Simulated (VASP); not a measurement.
# Cs (Im-3m) in VASP: a series of runs

The runs below take Cs through single point, with PBE.

Program: VASP 6.6.1. These are calculated values, not measurements. Logs are shortened: lines on timing, memory, paths and dates and some standing lists are left out, and cuts for length are marked.

## 1. The cell of the first run

The structure is cubic, space group Im-3m (No. 229). Conventional cell: a = 6.154 Å, b = 6.154 Å, c = 6.154 Å, α = 90.00°, β = 90.00°, γ = 90.00°.

## 2. Single point, PBE

INCAR reads:

```
PREC = Accurate ; ENCUT = 520
EDIFF = 1E-7 ; ISMEAR = -1
SIGMA = 0.1 ; LREAL = False
LASPH = True ; NELM = 100
ALGO = Normal ; ISIF = 2
LWAVE = False ; LCHARG = False
GGA = PE ; NBANDS = 10
```

KPOINTS reads:

```
regular mesh
0
Gamma
  1 1 1
```

POSCAR reads:

```
Cs
1.0
   -3.0771709509      3.0771709509      3.0771709509
    3.0771709509     -3.0771709509      3.0771709509
    3.0771709509      3.0771709509     -3.0771709509
Cs
1
Direct
    0.0000000000      0.0000000000      0.0000000000
```

Potentials or basis: VASP PAW PBE potentials, release 64 (Cs_sv).

Launch:

```bash
> cat potpaw_PBE.64/Cs_sv/POTCAR > POTCAR
> mpirun -np 1 vasp_gam > vasp.out
```

OUTCAR:

```text
PREC = Accurate
   ENCUT = 520
   EDIFF = 1E-7
   ISMEAR = -1
   LREAL = False
   LASPH = True
   NELM = 100
   ISIF = 2
   GGA = PE

 ion  position               nearest neighbor table
   1  0.000  0.000  0.000-

  LATTYP: Found a body centered cubic cell.
 ALAT       =     6.1543419018

  Lattice vectors:

 A1 = (  -3.0771709509,   3.0771709509,   3.0771709509)
 A2 = (   3.0771709509,  -3.0771709509,   3.0771709509)
 A3 = (   3.0771709509,   3.0771709509,  -3.0771709509)

Analysis of symmetry for initial positions (statically):
=====================================================================
 Subroutine PRICEL returns:
 Original cell was already a primitive cell.

 Routine SETGRP: Setting up the symmetry group for a
 body centered cubic supercell.

 Subroutine GETGRP returns: Found 48 space group operations
 (whereof 48 operations were pure point group operations)
 out of a pool of 48 trial point group operations.

The static configuration has the point symmetry O_h .

Analysis of symmetry for dynamics (positions and initial velocities):
=====================================================================
 Subroutine PRICEL returns:
 Original cell was already a primitive cell.

 Routine SETGRP: Setting up the symmetry group for a
 body centered cubic supercell.

 Subroutine GETGRP returns: Found 48 space group operations
 (whereof 48 operations were pure point group operations)
 out of a pool of 48 trial point group operations.

The dynamic configuration has the point symmetry O_h .

 Subroutine INISYM returns: Found 48 space group operations
 (whereof 48 operations are pure point group operations),
 and found     1 'primitive' translations

----------------------------------------------------------------------------------------

                                     Primitive cell

  volume of cell :     116.5507

  direct lattice vectors                    reciprocal lattice vectors
    -3.077170951  3.077170951  3.077170951     0.000000000  0.162486910  0.162486910
     3.077170951 -3.077170951  3.077170951     0.162486910  0.000000000  0.162486910
     3.077170951  3.077170951 -3.077170951     0.162486910  0.162486910  0.000000000

  length of vectors
     5.329816431  5.329816431  5.329816431     0.229791192  0.229791192  0.229791192

  position of ions in fractional coordinates (direct lattice)
     0.000000000  0.000000000  0.000000000

  ion indices of the primitive-cell ions
   primitive index   ion index
                 1           1

----------------------------------------------------------------------------------------

 KPOINTS: regular mesh

Automatic generation of k-mesh.
 Grid dimensions read from file:
 generate k-points for:    1    1    1

 Generating k-lattice:

  Cartesian coordinates                     Fractional coordinates (reciprocal lattice)
     0.000000000  0.162486910  0.162486910     1.000000000  0.000000000  0.000000000
     0.162486910  0.000000000  0.162486910     0.000000000  1.000000000  0.000000000
     0.162486910  0.162486910  0.000000000     0.000000000  0.000000000  1.000000000

  Length of vectors
     0.229791192  0.229791192  0.229791192

  Shift w.r.t. Gamma in fractional coordinates (k-lattice)
     0.000000000  0.000000000  0.000000000

 Subroutine IBZKPT returns following result:
 ===========================================

 Found      1 irreducible k-points:

 Following reciprocal coordinates:
            Coordinates               Weight
  0.000000  0.000000  0.000000      1.000000
   k-points           NKPTS =      1   k-points in BZ     NKDIM =      1   number of bands    NBANDS=     10
   number of dos      NEDOS =    301   number of ions     NIONS =      1
   total plane-waves  NPLWV =  64000
   dimension x,y,z NGX =    40 NGY =   40 NGZ =   40
   dimension x,y,z NGXF=    80 NGYF=   80 NGZF=   80
   ions per type =               1
   NGX,Y,Z   is equivalent  to a cutoff of  12.48, 12.48, 12.48 a.u.
   NGXF,Y,Z  is equivalent  to a cutoff of  24.95, 24.95, 24.95 a.u.
 SYSTEM =  unknown system
   PREC   = accura    normal or accurate (medium, high low for compatibility)
   ISTART =      0    job   : 0-new  1-cont  2-samecut
   ICHARG =      2    charge: 1-file 2-atom 10-const
   ISPIN  =      1    spin polarized calculation?
   LNONCOLLINEAR =      F non collinear calculations
   LSORBIT =      F    spin-orbit coupling
   LASPH  =      T    aspherical Exc in radial PAW
   ENCUT  =  520.0 eV  38.22 Ry    6.18 a.u.   9.91  9.91  9.91*2*pi/ulx,y,z
   NELM   =    100;   NELMIN=  2; NELMDL= -5     # of ELM steps
   EDIFF  = 0.1E-06   stopping-criterion for ELM
   LREAL  =      F    real-space projection
   EDIFFG = 0.1E-05   stopping-criterion for IOM
   NSW    =      0    number of steps for IOM
   IBRION =     -1    ionic relax: 0-MD 1-quasi-New 2-CG
   NFREE  =      0    steps in history (QN), initial steepest desc. (CG)
   ISIF   =      2    stress and relaxation
   ISYM   =      2    0-nonsym 1-usesym 2-fastsym
   POTIM  = 0.5000    time-step for ionic-motion
   TEBEG  =    0.0;   TEEND  =   0.0 temperature during run
   PSTRESS=    0.0 pullay stress
   NELECT =       9.0000    total number of electrons
   NUPDOWN=      -1.0000    fix difference up-down
   EMIN   =  10.00;   EMAX   =-10.00  energy-range for DOS
   EFERMI =   0.00;   METHOD = LEGACY
   ISMEAR =    -1;   SIGMA  =   0.10  broadening in eV -4-tet -1-fermi 0-gaus
   EFERMI_NEDOS =   21; number of points for ismear=-14 and -15
   IALGO  =     38    algorithm
   IMIX   =      4    mixing-type and parameters
     AMIX     =   0.40;   BMIX     =  1.00
     AMIX_MAG =   1.60;   BMIX_MAG =  1.00
  volume/ion in A,a.u.               =     116.55       786.52
  Fermi-wavevector in a.u.,A,eV,Ry     =   0.697136  1.317396  6.612408  0.485998
  Thomas-Fermi vector in A             =   1.780379
   LORBIT       =      0    0 simple, 1 ext, 2 COOP (PROOUT), +10 PAW based schemes
   GGA     = PE    functional components
   LHFCALC =     F    Hartree Fock is set to
   AEXX    =    0.0000 exact exchange contribution
   IVDW    =     0    specifies the selected vdW correction
   LEPSILON=     F    determine dielectric tensor
   LRPA    =     F    only Hartree local field effects (RPA)
 non-spin polarized calculation
  energy-cutoff  :      520.00
  volume of cell :      116.55
 maximum number of plane-waves:      1552
 NGX is ok and might be reduce to    40
   NGX = 19   NGY = 19   NGZ = 19

 number of electron       9.0000002 magnetization

 Free energy of the ion-electron system (eV)
  ---------------------------------------------------
  ext. energy  EPLUGINS =         0.00000000
  ---------------------------------------------------
  free energy    TOTEN  =        -1.74984235 eV

  energy without entropy =       -1.61121291  energy(sigma->0) =       -1.68052763

 E-fermi :  -1.2238     XC(G=0):  -5.3474

 val. band max:       -1.2237513769   @ k =   0.0000   0.0000   0.0000
 cond. band min:       2.9648524254   @ k =   0.0000   0.0000   0.0000
 fundamental gap:      4.1886038023
 Fermi energy:        -1.2237513769

 k-point     1 :       0.0000    0.0000    0.0000
  band No.  band energies     occupation
      1     -23.2862      2.00000
      2     -10.0597      2.00000
      3     -10.0597      2.00000
      4     -10.0597      2.00000
      5      -1.2238      1.00000
      6       2.9649      0.00000
      7       2.9649      0.00000
      8       2.9649      0.00000
      9       3.7915      0.00000
     10       3.7915      0.00000

------------------------ aborting loop because EDIFF is reached ----------------------------------------

  FORCE on cell =-STRESS in cart. coord.  units (eV):
  Direction    XX          YY          ZZ          XY          YZ          ZX
  --------------------------------------------------------------------------------------
  -------------------------------------------------------------------------------------
  Total        0.2823492      0.2823492      0.2823492     -0.0000000     -0.0000000      0.0000000
  in kB        3.8813456      3.8813456      3.8813456     -0.0000000     -0.0000000      0.0000000
  external PRESSURE =       3.8813456 kB  Pullay stress =       0.0000000 kB

 VOLUME and BASIS-vectors are now :
 -----------------------------------------------------------------------------
  energy-cutoff  :      520.00
  volume of cell :      116.55
      direct lattice vectors                 reciprocal lattice vectors
    -3.077170951  3.077170951  3.077170951     0.000000000  0.162486910  0.162486910
     3.077170951 -3.077170951  3.077170951     0.162486910  0.000000000  0.162486910
     3.077170951  3.077170951 -3.077170951     0.162486910  0.162486910  0.000000000

 POSITION                                       TOTAL-FORCE (eV/Angst)
 -----------------------------------------------------------------------------------
      0.00000      0.00000      0.00000        -0.000000      0.000000      0.000000
 -----------------------------------------------------------------------------------
    total drift:                                0.000000     -0.000000     -0.000000

  FREE ENERGIE OF THE ION-ELECTRON SYSTEM (eV)
  ---------------------------------------------------
  free  energy   TOTEN  =        -1.7498423496 eV

  energy  without entropy=       -1.6112129135  energy(sigma->0) =       -1.68052763
```

Run time: 3.9 s. Hardware: 1 thread of AMD EPYC 7R13 (Zen 3), shared host; peak memory 0.18 GiB.

The run converged, but its numbers aren't listed here, since they failed a check.

Caveat: the k points lie up to 1.44 Å⁻¹ apart; the mesh shows a gap though the element is a metal; spin-orbit coupling is left out, which moves the levels of the heavy elements.

## 3. Single point, PBE

INCAR reads:

```
SYSTEM = Cs
PREC     = Accurate       ! precision mode
ENCUT    = 520            ! plane-wave cutoff, eV
EDIFF    = 1E-7           ! SCF threshold, eV
ISMEAR   = -1             ! smearing method
SIGMA    = 0.1            ! smearing width, eV
LREAL    = .FALSE.        ! projectors in reciprocal space
LASPH    = .TRUE.         ! aspherical terms in the spheres
NELM     = 80             ! most SCF steps
ALGO     = Normal         ! electronic algorithm
ISIF     = 2              ! what is computed and relaxed
LWAVE    = .FALSE.        ! write WAVECAR
LCHARG   = .FALSE.        ! write CHGCAR
GGA      = PE             ! functional
NBANDS   = 10             ! bands
```

KPOINTS reads:

```
Automatic mesh
0
G
  2 2 2
  0 0 0
```

POSCAR is that of step 2.

Potentials or basis: VASP PAW PBE potentials, release 64 (Cs_sv).

Launch:

```bash
> cat potpaw_PBE.64/Cs_sv/POTCAR > POTCAR
> mpirun -np 1 vasp_std > vasp.out
```

OUTCAR:

```text
SYSTEM = Cs
   PREC = Accurate
   ENCUT = 520
   EDIFF = 1E-7
   ISMEAR = -1
   LREAL = .FALSE.
   LASPH = .TRUE.
   NELM = 80
   ISIF = 2
   GGA = PE

 ion  position               nearest neighbor table
   1  0.000  0.000  0.000-

  LATTYP: Found a body centered cubic cell.
 ALAT       =     6.1543419018

  Lattice vectors:

 A1 = (  -3.0771709509,   3.0771709509,   3.0771709509)
 A2 = (   3.0771709509,  -3.0771709509,   3.0771709509)
 A3 = (   3.0771709509,   3.0771709509,  -3.0771709509)

Analysis of symmetry for initial positions (statically):
=====================================================================
 Subroutine PRICEL returns:
 Original cell was already a primitive cell.

 Routine SETGRP: Setting up the symmetry group for a
 body centered cubic supercell.

 Subroutine GETGRP returns: Found 48 space group operations
 (whereof 48 operations were pure point group operations)
 out of a pool of 48 trial point group operations.

The static configuration has the point symmetry O_h .

Analysis of symmetry for dynamics (positions and initial velocities):
=====================================================================
 Subroutine PRICEL returns:
 Original cell was already a primitive cell.

 Routine SETGRP: Setting up the symmetry group for a
 body centered cubic supercell.

 Subroutine GETGRP returns: Found 48 space group operations
 (whereof 48 operations were pure point group operations)
 out of a pool of 48 trial point group operations.

The dynamic configuration has the point symmetry O_h .

 Subroutine INISYM returns: Found 48 space group operations
 (whereof 48 operations are pure point group operations),
 and found     1 'primitive' translations

----------------------------------------------------------------------------------------

                                     Primitive cell

  volume of cell :     116.5507

  direct lattice vectors                    reciprocal lattice vectors
    -3.077170951  3.077170951  3.077170951     0.000000000  0.162486910  0.162486910
     3.077170951 -3.077170951  3.077170951     0.162486910  0.000000000  0.162486910
     3.077170951  3.077170951 -3.077170951     0.162486910  0.162486910  0.000000000

  length of vectors
     5.329816431  5.329816431  5.329816431     0.229791192  0.229791192  0.229791192

  position of ions in fractional coordinates (direct lattice)
     0.000000000  0.000000000  0.000000000

  ion indices of the primitive-cell ions
   primitive index   ion index
                 1           1

----------------------------------------------------------------------------------------

 KPOINTS: Automatic mesh

Automatic generation of k-mesh.
 Grid dimensions read from file:
 generate k-points for:    2    2    2

 Generating k-lattice:

  Cartesian coordinates                     Fractional coordinates (reciprocal lattice)
     0.000000000  0.081243455  0.081243455     0.500000000  0.000000000  0.000000000
     0.081243455  0.000000000  0.081243455     0.000000000  0.500000000  0.000000000
     0.081243455  0.081243455  0.000000000     0.000000000  0.000000000  0.500000000

  Length of vectors
     0.114895596  0.114895596  0.114895596

  Shift w.r.t. Gamma in fractional coordinates (k-lattice)
     0.000000000  0.000000000  0.000000000

 Subroutine IBZKPT returns following result:
 ===========================================

 Found      3 irreducible k-points:

 Following reciprocal coordinates:
            Coordinates               Weight
  0.000000  0.000000  0.000000      1.000000
  0.500000  0.000000  0.000000      6.000000
  0.500000  0.500000  0.500000      1.000000
   k-points           NKPTS =      3   k-points in BZ     NKDIM =      3   number of bands    NBANDS=     10
   number of dos      NEDOS =    301   number of ions     NIONS =      1
   total plane-waves  NPLWV =  64000
   dimension x,y,z NGX =    40 NGY =   40 NGZ =   40
   dimension x,y,z NGXF=    80 NGYF=   80 NGZF=   80
   ions per type =               1
   NGX,Y,Z   is equivalent  to a cutoff of  12.48, 12.48, 12.48 a.u.
   NGXF,Y,Z  is equivalent  to a cutoff of  24.95, 24.95, 24.95 a.u.
 SYSTEM =  Cs
   PREC   = accura    normal or accurate (medium, high low for compatibility)
   ISTART =      0    job   : 0-new  1-cont  2-samecut
   ICHARG =      2    charge: 1-file 2-atom 10-const
   ISPIN  =      1    spin polarized calculation?
   LNONCOLLINEAR =      F non collinear calculations
   LSORBIT =      F    spin-orbit coupling
   LASPH  =      T    aspherical Exc in radial PAW
   ENCUT  =  520.0 eV  38.22 Ry    6.18 a.u.   9.91  9.91  9.91*2*pi/ulx,y,z
   NELM   =     80;   NELMIN=  2; NELMDL= -5     # of ELM steps
   EDIFF  = 0.1E-06   stopping-criterion for ELM
   LREAL  =      F    real-space projection
   EDIFFG = 0.1E-05   stopping-criterion for IOM
   NSW    =      0    number of steps for IOM
   IBRION =     -1    ionic relax: 0-MD 1-quasi-New 2-CG
   NFREE  =      0    steps in history (QN), initial steepest desc. (CG)
   ISIF   =      2    stress and relaxation
   ISYM   =      2    0-nonsym 1-usesym 2-fastsym
   POTIM  = 0.5000    time-step for ionic-motion
   TEBEG  =    0.0;   TEEND  =   0.0 temperature during run
   PSTRESS=    0.0 pullay stress
   NELECT =       9.0000    total number of electrons
   NUPDOWN=      -1.0000    fix difference up-down
   EMIN   =  10.00;   EMAX   =-10.00  energy-range for DOS
   EFERMI =   0.00;   METHOD = LEGACY
   ISMEAR =    -1;   SIGMA  =   0.10  broadening in eV -4-tet -1-fermi 0-gaus
   EFERMI_NEDOS =   21; number of points for ismear=-14 and -15
   IALGO  =     38    algorithm
   IMIX   =      4    mixing-type and parameters
     AMIX     =   0.40;   BMIX     =  1.00
     AMIX_MAG =   1.60;   BMIX_MAG =  1.00
  volume/ion in A,a.u.               =     116.55       786.52
  Fermi-wavevector in a.u.,A,eV,Ry     =   0.697136  1.317396  6.612408  0.485998
  Thomas-Fermi vector in A             =   1.780379
   LORBIT       =      0    0 simple, 1 ext, 2 COOP (PROOUT), +10 PAW based schemes
   GGA     = PE    functional components
   LHFCALC =     F    Hartree Fock is set to
   AEXX    =    0.0000 exact exchange contribution
   IVDW    =     0    specifies the selected vdW correction
   LEPSILON=     F    determine dielectric tensor
   LRPA    =     F    only Hartree local field effects (RPA)
 non-spin polarized calculation
  energy-cutoff  :      520.00
  volume of cell :      116.55
 maximum number of plane-waves:      3132
 NGX is ok and might be reduce to    40
   NGX = 19   NGY = 19   NGZ = 19

 number of electron       9.0000002 magnetization

 Free energy of the ion-electron system (eV)
  ---------------------------------------------------
  ext. energy  EPLUGINS =         0.00000000
  ---------------------------------------------------
  free energy    TOTEN  =        -0.76019913 eV

  energy without entropy =       -0.65523860  energy(sigma->0) =       -0.70771886

 E-fermi :   0.4961     XC(G=0):  -5.3356

 val. band max:       -1.2057771393   @ k =   0.0000   0.0000   0.0000
 cond. band min:       0.4964606671   @ k =   0.5000   0.0000   0.0000
 fundamental gap:      1.7022378065
 Fermi energy:         0.4961270760

 k-point     1 :       0.0000    0.0000    0.0000
  band No.  band energies     occupation
      1     -23.3881      2.00000
      2     -10.1344      2.00000
      3     -10.1344      2.00000
      4     -10.1344      2.00000
      5      -1.2058      2.00000
      6       2.9258      0.00000
      7       2.9258      0.00000
      8       2.9258      0.00000
      9       3.7964      0.00000
     10       3.7964      0.00000

 k-point     2 :       0.5000    0.0000    0.0000
  band No.  band energies     occupation
      1     -23.3818      2.00000
      2     -10.2664      2.00000
      3     -10.1785      2.00000
      4     -10.1345      2.00000
      5       0.4965      0.99833
      6       1.3304      0.00048
      7       2.0918      0.00000
      8       3.6158      0.00000
      9       4.2279      0.00000
     10       4.7835      0.00000

 k-point     3 :       0.5000    0.5000    0.5000
  band No.  band energies     occupation
      1     -23.3768      2.00000
      2     -10.2289      2.00000
      3     -10.2289      2.00000
      4     -10.2289      2.00000
      5       1.1286      0.00358
      6       1.1286      0.00358
      7       3.4313      0.00000
      8       3.4313      0.00000
      9       3.4313      0.00000
     10       4.8352      0.00000

------------------------ aborting loop because EDIFF is reached ----------------------------------------

  FORCE on cell =-STRESS in cart. coord.  units (eV):
  Direction    XX          YY          ZZ          XY          YZ          ZX
  --------------------------------------------------------------------------------------
  -------------------------------------------------------------------------------------
  Total       -0.3355302     -0.3355302     -0.3355302      0.0000000     -0.0000000      0.0000000
  in kB       -4.6124039     -4.6124039     -4.6124039      0.0000000     -0.0000000      0.0000000
  external PRESSURE =      -4.6124039 kB  Pullay stress =       0.0000000 kB

 VOLUME and BASIS-vectors are now :
 -----------------------------------------------------------------------------
  energy-cutoff  :      520.00
  volume of cell :      116.55
      direct lattice vectors                 reciprocal lattice vectors
    -3.077170951  3.077170951  3.077170951     0.000000000  0.162486910  0.162486910
     3.077170951 -3.077170951  3.077170951     0.162486910  0.000000000  0.162486910
     3.077170951  3.077170951 -3.077170951     0.162486910  0.162486910  0.000000000

 POSITION                                       TOTAL-FORCE (eV/Angst)
 -----------------------------------------------------------------------------------
      0.00000      0.00000      0.00000         0.000000      0.000000     -0.000000
 -----------------------------------------------------------------------------------
    total drift:                               -0.000000      0.000000     -0.000000

  FREE ENERGIE OF THE ION-ELECTRON SYSTEM (eV)
  ---------------------------------------------------
  free  energy   TOTEN  =        -0.7601991297 eV

  energy  without entropy=       -0.6552385960  energy(sigma->0) =       -0.70771886
```

Run time: 5.3 s. Hardware: 1 thread of AMD EPYC 7R13 (Zen 3), shared host; peak memory 0.19 GiB.

Results:

* Free energy: -0.7602 eV
* Pressure: -0.5 GPa

Caveat: the k points lie up to 0.72 Å⁻¹ apart; spin-orbit coupling is left out, which moves the levels of the heavy elements.

[end of part 1 of 2]
